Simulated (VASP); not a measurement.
# HfN (Fm-3m) in VASP: a series of runs

The runs below take HfN through relaxation of cell and atoms, single point, with PBEsol, PBEsol+D3(BJ).

Everything below comes from runs of VASP 6.6.1. Logs are shortened: lines on timing, memory, paths and dates and some standing lists are left out, and cuts for length are marked.

## (1) The cell of the first run

Symmetry: Fm-3m, No. 225, cubic system. Conventional cell: a = 4.518 Å, b = 4.518 Å, c = 4.518 Å, α = 90.00°, β = 90.00°, γ = 90.00°. Hf (site symmetry m-3m) has 6 N at 2.26 Å within 3.0 Å. Within 3.0 Å of N (site symmetry m-3m) lie 6 Hf at 2.26 Å.

## (2) Relaxation of cell and atoms, PBEsol

File INCAR:

```
SYSTEM = HfN
PREC     = Accurate       ! precision mode
ENCUT    = 600            ! plane-wave cutoff, eV
EDIFF    = 1E-6           ! SCF threshold, eV
ISMEAR   = 0              ! smearing method
SIGMA    = 0.1            ! smearing width, eV
LREAL    = .False.        ! projectors in reciprocal space
LASPH    = .True.         ! aspherical terms in the spheres
NELM     = 100            ! most SCF steps
ALGO     = Normal         ! electronic algorithm
ISIF     = 3              ! what is computed and relaxed
LWAVE    = .False.        ! write WAVECAR
LCHARG   = .False.        ! write CHGCAR
GGA      = PS             ! functional
IBRION   = 2              ! ionic algorithm
NSW      = 100            ! ionic steps
EDIFFG   = -0.005         ! ionic threshold
```

File KPOINTS:

```
Automatic mesh
0
Gamma
  16 16 16
  0 0 0
```

File POSCAR:

```
HfN
1.0
    0.0000000000      2.2590000000      2.2590000000
    2.2590000000      0.0000000000      2.2590000000
    2.2590000000      2.2590000000      0.0000000000
Hf N
1 1
Direct
    0.0000000000      0.0000000000      0.0000000000
    0.5000000000      0.5000000000      0.5000000000
```

Potentials or basis: VASP PAW PBE potentials, release 64 (Hf_pv, N).

The run is started by

```sh
> cat potpaw_PBE.64/Hf_pv/POTCAR potpaw_PBE.64/N/POTCAR > POTCAR
> mpirun -np 1 vasp_std > vasp.out
```

OUTCAR:

```text
SYSTEM = HfN
   PREC = Accurate
   ENCUT = 600
   EDIFF = 1E-6
   ISMEAR = 0
   LREAL = .False.
   LASPH = .True.
   NELM = 100
   ISIF = 3
   GGA = PS
   IBRION = 2
   NSW = 100
   EDIFFG = -0.005

 ion  position               nearest neighbor table
   1  0.000  0.000  0.000-   2 2.26   2 2.26   2 2.26   2 2.26   2 2.26   2 2.26
   2  0.500  0.500  0.500-   1 2.26   1 2.26   1 2.26   1 2.26   1 2.26   1 2.26

  LATTYP: Found a face centered cubic cell.
 ALAT       =     4.5180000000

  Lattice vectors:

 A1 = (   0.0000000000,   2.2590000000,   2.2590000000)
 A2 = (   2.2590000000,   0.0000000000,   2.2590000000)
 A3 = (   2.2590000000,   2.2590000000,   0.0000000000)

Analysis of symmetry for initial positions (statically):
=====================================================================
 Subroutine PRICEL returns:
 Original cell was already a primitive cell.

 Routine SETGRP: Setting up the symmetry group for a
 face centered cubic supercell.

 Subroutine GETGRP returns: Found 48 space group operations
 (whereof 48 operations were pure point group operations)
 out of a pool of 48 trial point group operations.

The static configuration has the point symmetry O_h .

Analysis of symmetry for dynamics (positions and initial velocities):
=====================================================================
 Subroutine PRICEL returns:
 Original cell was already a primitive cell.

 Routine SETGRP: Setting up the symmetry group for a
 face centered cubic supercell.

 Subroutine GETGRP returns: Found 48 space group operations
 (whereof 48 operations were pure point group operations)
 out of a pool of 48 trial point group operations.

The dynamic configuration has the point symmetry O_h .

 Subroutine INISYM returns: Found 48 space group operations
 (whereof 48 operations are pure point group operations),
 and found     1 'primitive' translations

----------------------------------------------------------------------------------------

                                     Primitive cell

  volume of cell :      23.0557

  direct lattice vectors                    reciprocal lattice vectors
     0.000000000  2.259000000  2.259000000    -0.221336875  0.221336875  0.221336875
     2.259000000  0.000000000  2.259000000     0.221336875 -0.221336875  0.221336875
     2.259000000  2.259000000  0.000000000     0.221336875  0.221336875 -0.221336875

  length of vectors
     3.194708437  3.194708437  3.194708437     0.383366713  0.383366713  0.383366713

  position of ions in fractional coordinates (direct lattice)
     0.000000000  0.000000000  0.000000000
     0.500000000  0.500000000  0.500000000

  ion indices of the primitive-cell ions
   primitive index   ion index
                 1           1
                 2           2

----------------------------------------------------------------------------------------

 KPOINTS: Automatic mesh

Automatic generation of k-mesh.
 Grid dimensions read from file:
 generate k-points for:   16   16   16

 Generating k-lattice:

  Cartesian coordinates                     Fractional coordinates (reciprocal lattice)
    -0.013833555  0.013833555  0.013833555     0.062500000  0.000000000  0.000000000
     0.013833555 -0.013833555  0.013833555     0.000000000  0.062500000  0.000000000
     0.013833555  0.013833555 -0.013833555     0.000000000  0.000000000  0.062500000

  Length of vectors
     0.023960420  0.023960420  0.023960420

  Shift w.r.t. Gamma in fractional coordinates (k-lattice)
     0.000000000  0.000000000  0.000000000

 Subroutine IBZKPT returns following result:
 ===========================================

 Found    145 irreducible k-points:

 Following reciprocal coordinates:
            Coordinates               Weight
  0.000000  0.000000  0.000000      1.000000
  0.062500  0.000000  0.000000      8.000000
  0.125000  0.000000  0.000000      8.000000
  0.187500  0.000000  0.000000      8.000000
  0.250000  0.000000  0.000000      8.000000
  0.312500  0.000000  0.000000      8.000000
[... 16 lines left out ...]
 -0.125000  0.062500  0.000000     24.000000
 -0.062500  0.062500  0.000000     12.000000
 [... further k-points ...]
   k-points           NKPTS =    145   k-points in BZ     NKDIM =    145   number of bands    NBANDS=     11
   number of dos      NEDOS =    301   number of ions     NIONS =      2
   total plane-waves  NPLWV =  21952
   dimension x,y,z NGX =    28 NGY =   28 NGZ =   28
   dimension x,y,z NGXF=    56 NGYF=   56 NGZF=   56
   ions per type =               1   1
   NGX,Y,Z   is equivalent  to a cutoff of  14.57, 14.57, 14.57 a.u.
   NGXF,Y,Z  is equivalent  to a cutoff of  29.14, 29.14, 29.14 a.u.
 SYSTEM =  HfN
   PREC   = accura    normal or accurate (medium, high low for compatibility)
   ISTART =      0    job   : 0-new  1-cont  2-samecut
   ICHARG =      2    charge: 1-file 2-atom 10-const
   ISPIN  =      1    spin polarized calculation?
   LNONCOLLINEAR =      F non collinear calculations
   LSORBIT =      F    spin-orbit coupling
   LASPH  =      T    aspherical Exc in radial PAW
   ENCUT  =  600.0 eV  44.10 Ry    6.64 a.u.   6.38  6.38  6.38*2*pi/ulx,y,z
   NELM   =    100;   NELMIN=  2; NELMDL= -5     # of ELM steps
   EDIFF  = 0.1E-05   stopping-criterion for ELM
   LREAL  =      F    real-space projection
   EDIFFG = -.5E-02   stopping-criterion for IOM
   NSW    =    100    number of steps for IOM
   IBRION =      2    ionic relax: 0-MD 1-quasi-New 2-CG
   NFREE  =      1    steps in history (QN), initial steepest desc. (CG)
   ISIF   =      3    stress and relaxation
   ISYM   =      2    0-nonsym 1-usesym 2-fastsym
   POTIM  = 0.5000    time-step for ionic-motion
   TEBEG  =    0.0;   TEEND  =   0.0 temperature during run
   PSTRESS=    0.0 pullay stress
   NELECT =      15.0000    total number of electrons
   NUPDOWN=      -1.0000    fix difference up-down
   EMIN   =  10.00;   EMAX   =-10.00  energy-range for DOS
   EFERMI =   0.00;   METHOD = LEGACY
   ISMEAR =     0;   SIGMA  =   0.10  broadening in eV -4-tet -1-fermi 0-gaus
   EFERMI_NEDOS =   21; number of points for ismear=-14 and -15
   IALGO  =     38    algorithm
   IMIX   =      4    mixing-type and parameters
     AMIX     =   0.40;   BMIX     =  1.00
     AMIX_MAG =   1.60;   BMIX_MAG =  1.00
  volume/ion in A,a.u.               =      11.53        77.79
  Fermi-wavevector in a.u.,A,eV,Ry     =   1.418553  2.680677 27.378918  2.012294
  Thomas-Fermi vector in A             =   2.539667
   LORBIT       =      0    0 simple, 1 ext, 2 COOP (PROOUT), +10 PAW based schemes
   GGA     = PS    functional components
   LHFCALC =     F    Hartree Fock is set to
   AEXX    =    0.0000 exact exchange contribution
   IVDW    =     0    specifies the selected vdW correction
   LEPSILON=     F    determine dielectric tensor
   LRPA    =     F    only Hartree local field effects (RPA)
 conjugate gradient relaxation of ions
 non-spin polarized calculation
 Gauss-broadening in eV      SIGMA  =   0.10
  energy-cutoff  :      600.00
  volume of cell :       23.06
 maximum number of plane-waves:       785
 NGX is ok and might be reduce to    28
   NGX = 13   NGY = 13   NGZ = 13

--------------------------------------- Ionic step        1  -------------------------------------------

 number of electron      15.0000002 magnetization

 Free energy of the ion-electron system (eV)
  ---------------------------------------------------
  ext. energy  EPLUGINS =         0.00000000
  ---------------------------------------------------
  free energy    TOTEN  =       -22.99129617 eV

  energy without entropy =      -22.98833069  energy(sigma->0) =      -22.98981343

------------------------ aborting loop because EDIFF is reached ----------------------------------------

  FORCE on cell =-STRESS in cart. coord.  units (eV):
  Direction    XX          YY          ZZ          XY          YZ          ZX
  --------------------------------------------------------------------------------------
  -------------------------------------------------------------------------------------
  Total       -0.7643845     -0.7643845     -0.7643845     -0.0000000     -0.0000000      0.0000000
  in kB      -53.1182533    -53.1182533    -53.1182533     -0.0000000     -0.0000000      0.0000000
  external PRESSURE =     -53.1182533 kB  Pullay stress =       0.0000000 kB
[... 57 lines left out ...]
  energy  without entropy=      -22.9667782896  energy(sigma->0) =      -22.96823382

--------------------------------------- Ionic step        3  -------------------------------------------

 number of electron      15.0000002 magnetization

 Free energy of the ion-electron system (eV)
  ---------------------------------------------------
  ext. energy  EPLUGINS =         0.00000000
  ---------------------------------------------------
  free energy    TOTEN  =       -22.99859276 eV

  energy without entropy =      -22.99564866  energy(sigma->0) =      -22.99712071

 E-fermi :   8.3578     XC(G=0): -12.9921

 val. band max:        8.3455874889   @ k =  -0.4375   0.3125   0.1250
 cond. band min:       8.3587879429   @ k =  -0.1250   0.0625   0.0000
 fundamental gap:      0.0132004540
 Fermi energy:         8.3578378905

 k-point     1 :       0.0000    0.0000    0.0000
  band No.  band energies     occupation
      1     -22.6208      2.00000
      2     -22.6208      2.00000
      3     -22.6208      2.00000
      4      -9.1840      2.00000
      5       5.3612      2.00000
      6       5.3612      2.00000
      7       5.3612      2.00000
      8       7.9834      2.00000
      9       7.9834      2.00000
     10       7.9834      2.00000
     11      10.3595      0.00000
[... 309 lines left out ...]
 k-point    24 :      -0.0625    0.0625    0.0000
  band No.  band energies     occupation
      1     -22.7259      2.00000
      2     -22.6469      2.00000
      3     -22.6227      2.00000
      4      -8.9349      2.00000
      5       4.3195      2.00000
      6       4.6682      2.00000
      7       4.9933      2.00000
      8       8.1614      1.99453
      9       8.1620      1.99439
     10       8.6207      0.00020
     11      10.5135      0.00000

 [... further k-points ...]
[... 5 lines left out ...]
  --------------------------------------------------------------------------------------
  -------------------------------------------------------------------------------------
  Total       -0.0083871     -0.0083871     -0.0083871      0.0000000      0.0000000      0.0000000
  in kB       -0.5938475     -0.5938475     -0.5938475      0.0000000      0.0000000      0.0000000
  external PRESSURE =      -0.5938475 kB  Pullay stress =       0.0000000 kB
[... 17 lines left out ...]
  FREE ENERGIE OF THE ION-ELECTRON SYSTEM (eV)
  ---------------------------------------------------
  free  energy   TOTEN  =       -22.9985927639 eV

  energy  without entropy=      -22.9956486553  energy(sigma->0) =      -22.99712071

 reached required accuracy - stopping structural energy minimisation
```

Wall time 2.6 min (1 thread of AMD EPYC 7R43 (Zen 3), shared host); peak memory 0.17 GiB.

Results:

| Quantity | Value |
| --- | --- |
| Free energy | -22.9986 eV |
| Relaxed volume | 11.31 Å³/atom |
| Relaxed cell | a = 3.175 Å, b = 3.175 Å, c = 3.175 Å, α = 60.00°, β = 60.00°, γ = 60.00° |
| Space group after relaxing (to 0.05 Å) | Fm-3m (No. 225) |
| Energy gained by relaxing | 3.6 meV/atom |
| Ionic steps | 3 |
| Pressure after relaxing | -0.1 GPa |

The path:
| step | energy change (eV) | largest force (eV/Å) | pressure (GPa) | volume (Å³) |
| --- | --- | --- | --- | --- |
| 1 | 0.0000 | 0.0000 | -5.31 | 23.06 |
| 2 | 0.0216 | 0.0000 | 11.69 | 21.80 |
| 3 | -0.0073 | 0.0000 | -0.06 | 22.63 |

Final structure:
```
Hf N
1.0
     0.00000    2.24494    2.24494
     2.24494    0.00000    2.24494
     2.24494    2.24494    0.00000
Hf N
1 1
Direct
  0.00000 0.00000 0.00000
  0.50000 0.50000 0.50000
```

Levels at points of the mesh, in eV from the Fermi level:
```csv
k point,band 6,band 7,band 8,band 9,band 10,band 11
"(0.00, 0.00, 0.00)",-3.00,-3.00,-0.37,-0.37,-0.37,2.00
"(0.50, 0.00, 0.00)",-6.26,-6.26,3.39,3.82,3.82,4.51
"(0.50, 0.50, 0.00)",-3.92,-3.66,-3.66,4.20,5.70,5.71
```

Caveat: the PAW data sets were made with another functional, which shifts forces and pressure a little; spin-orbit coupling is left out, which moves the levels of the heavy elements.

## (3) Single point, PBEsol

This run uses another cell than the first one, of 10.21 Å³/atom, 0.885 times its volume.

File INCAR:

```
SYSTEM = HfN
PREC = Accurate
ENCUT = 520
EDIFF = 1E-6
ISMEAR = -1
SIGMA = 0.15
LREAL = .FALSE.
LASPH = .TRUE.
NELM = 80
ALGO = Normal
ISIF = 2
LWAVE = .FALSE.
LCHARG = .FALSE.
GGA = PS
NBANDS = 14
```

File KPOINTS:

```
Automatic mesh
0
G
  16 16 16
  0 0 0
```

File POSCAR:

```
HfN
1.0
    0.0000000000      2.1690980739      2.1690980739
    2.1690980739      0.0000000000      2.1690980739
    2.1690980739      2.1690980739      0.0000000000
Hf N
1 1
Direct
    0.0000000000      0.0000000000      0.0000000000
    0.5000000000      0.5000000000      0.5000000000
```

Potentials or basis: VASP PAW PBE potentials, release 64 (Hf_pv, N).

The run is started by

```sh
> cat potpaw_PBE.64/Hf_pv/POTCAR potpaw_PBE.64/N/POTCAR > POTCAR
> mpirun -np 1 vasp_std > vasp.out
```

OUTCAR:

```text
SYSTEM = HfN
   PREC = Accurate
   ENCUT = 520
   EDIFF = 1E-6
   ISMEAR = -1
   LREAL = .FALSE.
   LASPH = .TRUE.
   NELM = 80
   ISIF = 2
   GGA = PS

 ion  position               nearest neighbor table
   1  0.000  0.000  0.000-   2 2.17   2 2.17   2 2.17   2 2.17   2 2.17   2 2.17
   2  0.500  0.500  0.500-   1 2.17   1 2.17   1 2.17   1 2.17   1 2.17   1 2.17

  LATTYP: Found a face centered cubic cell.
 ALAT       =     4.3381961478

  Lattice vectors:

 A1 = (   0.0000000000,   2.1690980739,   2.1690980739)
 A2 = (   2.1690980739,   0.0000000000,   2.1690980739)
 A3 = (   2.1690980739,   2.1690980739,   0.0000000000)

Analysis of symmetry for initial positions (statically):
=====================================================================
 Subroutine PRICEL returns:
 Original cell was already a primitive cell.

 Routine SETGRP: Setting up the symmetry group for a
 face centered cubic supercell.

 Subroutine GETGRP returns: Found 48 space group operations
 (whereof 48 operations were pure point group operations)
 out of a pool of 48 trial point group operations.

The static configuration has the point symmetry O_h .

Analysis of symmetry for dynamics (positions and initial velocities):
[... 164 lines left out ...]

 k-point     1 :       0.0000    0.0000    0.0000
  band No.  band energies     occupation
      1     -21.2514      2.00000
      2     -21.2514      2.00000
      3     -21.2514      2.00000
      4      -8.8392      2.00000
      5       6.2062      2.00000
      6       6.2062      2.00000
      7       6.2062      2.00000
      8       8.8584      1.90799
      9       8.8584      1.90799
     10       8.8584      1.90799
     11      11.5632      0.00000
     12      11.5632      0.00000
     13      12.3890      0.00000
     14      19.1538      0.00000
[... 377 lines left out ...]
      1     -21.4104      2.00000
      2     -21.2890      2.00000
      3     -21.2530      2.00000
      4      -8.5242      2.00000
      5       5.0945      2.00000
      6       5.3984      2.00000
      7       5.7867      2.00000
      8       9.0581      1.69122
      9       9.0690      1.67173
     10       9.5975      0.26117
     11      11.9336      0.00000
     12      12.8076      0.00000
     13      13.2232      0.00000
     14      20.0824      0.00000

 [... further k-points ...]
[... 5 lines left out ...]
  --------------------------------------------------------------------------------------
  -------------------------------------------------------------------------------------
  Total        4.8223404      4.8223404      4.8223404     -0.0000000     -0.0000000     -0.0000000
  in kB      378.5305037    378.5305037    378.5305037     -0.0000000     -0.0000000     -0.0000000
  external PRESSURE =     378.5305037 kB  Pullay stress =       0.0000000 kB

 VOLUME and BASIS-vectors are now :
 -----------------------------------------------------------------------------
  energy-cutoff  :      520.00
  volume of cell :       20.41
      direct lattice vectors                 reciprocal lattice vectors
     0.000000000  2.169098074  2.169098074    -0.230510555  0.230510555  0.230510555
     2.169098074  0.000000000  2.169098074     0.230510555 -0.230510555  0.230510555
     2.169098074  2.169098074  0.000000000     0.230510555  0.230510555 -0.230510555

 POSITION                                       TOTAL-FORCE (eV/Angst)
 -----------------------------------------------------------------------------------
      0.00000      0.00000      0.00000         0.000000     -0.000000      0.000000
      2.16910      2.16910      2.16910         0.000000      0.000000     -0.000000
 -----------------------------------------------------------------------------------
    total drift:                                0.000000     -0.000000     -0.000000

  FREE ENERGIE OF THE ION-ELECTRON SYSTEM (eV)
  ---------------------------------------------------
  free  energy   TOTEN  =       -22.7731039644 eV

  energy  without entropy=      -22.7354757780  energy(sigma->0) =      -22.75428987
```

OSZICAR:

```text
N       E                     dE             d eps       ncg     rms          rms(c)
DAV:   1     0.377274062797E+02    0.37727E+02   -0.78520E+03  4076   0.103E+03
DAV:   2    -0.237616361151E+02   -0.61489E+02   -0.57883E+02  5174   0.241E+02
DAV:   3    -0.255204917569E+02   -0.17589E+01   -0.17515E+01  4764   0.339E+01
DAV:   4    -0.255257094853E+02   -0.52177E-02   -0.52149E-02  4882   0.210E+00
DAV:   5    -0.255257350607E+02   -0.25575E-04   -0.25575E-04  4744   0.126E-01    0.642E+01
DAV:   6    -0.228406101424E+02    0.26851E+01   -0.68731E+00  4820   0.217E+01    0.513E+01
DAV:   7    -0.227931181827E+02    0.47492E-01   -0.43941E-01  5242   0.567E+00    0.274E+01
DAV:   8    -0.227756817294E+02    0.17436E-01   -0.46309E-02  5194   0.185E+00    0.401E+00
DAV:   9    -0.227733645699E+02    0.23172E-02   -0.92867E-03  4606   0.720E-01    0.191E+00
DAV:  10    -0.227731341145E+02    0.23046E-03   -0.12700E-03  5390   0.333E-01    0.397E-01
DAV:  11    -0.227731046142E+02    0.29500E-04   -0.91155E-05  4842   0.977E-02    0.531E-02
DAV:  12    -0.227731039644E+02    0.64985E-06   -0.56376E-06  4954   0.200E-02
   1 F= -.22773104E+02 E0= -.22754290E+02  d E =-.376282E-01
```

stdout:

```text
POSCAR found type information on POSCAR HfN
 POSCAR found :  2 types and       2 ions
 scaLAPACK will be used
 -----------------------------------------------------------------------------
|                                                                             |
|                                                                             |
|     You enforced a specific xc type in the INCAR file but a different       |
|     I HOPE YOU KNOW WHAT YOU ARE DOING!                                     |
|                                                                             |
 -----------------------------------------------------------------------------

 LDA part: xc-table for (Slater+PW92), standard interpolation
 POSCAR, INCAR and KPOINTS ok, starting setup
 FFT: planning ... GRIDC
 FFT: planning ... GRID_SOFT
 FFT: planning ... GRID
 WAVECAR not read
 entering main loop
```

Wall time 17 s (1 thread of Intel Xeon 6975P-C (Granite Rapids), shared host); peak memory 0.16 GiB.

What came out:

| Item | Value |
| --- | --- |
| Free energy | -22.7731 eV |
| Pressure | 37.9 GPa |

Levels at points of the mesh, in eV from the Fermi level:
```tsv
k point	band 4	band 5	band 6	band 7	band 8	band 9	band 10	band 11	band 12	band 13
(0.00, 0.00, 0.00)	-18.15	-3.11	-3.11	-3.11	-0.45	-0.45	-0.45	2.25	2.25	3.08
(0.50, 0.00, 0.00)	-14.59	-9.62	-6.81	-6.81	3.89	4.37	4.37	5.10	10.44	10.44
(0.50, 0.50, 0.00)	-17.04	-5.27	-4.43	-3.67	-3.67	4.79	6.56	6.56	7.18	9.64
```

Caveat: the PAW data sets were made with another functional, which shifts forces and pressure a little; spin-orbit coupling is left out, which moves the levels of the heavy elements.

(Part 1 of 2 ends here.)
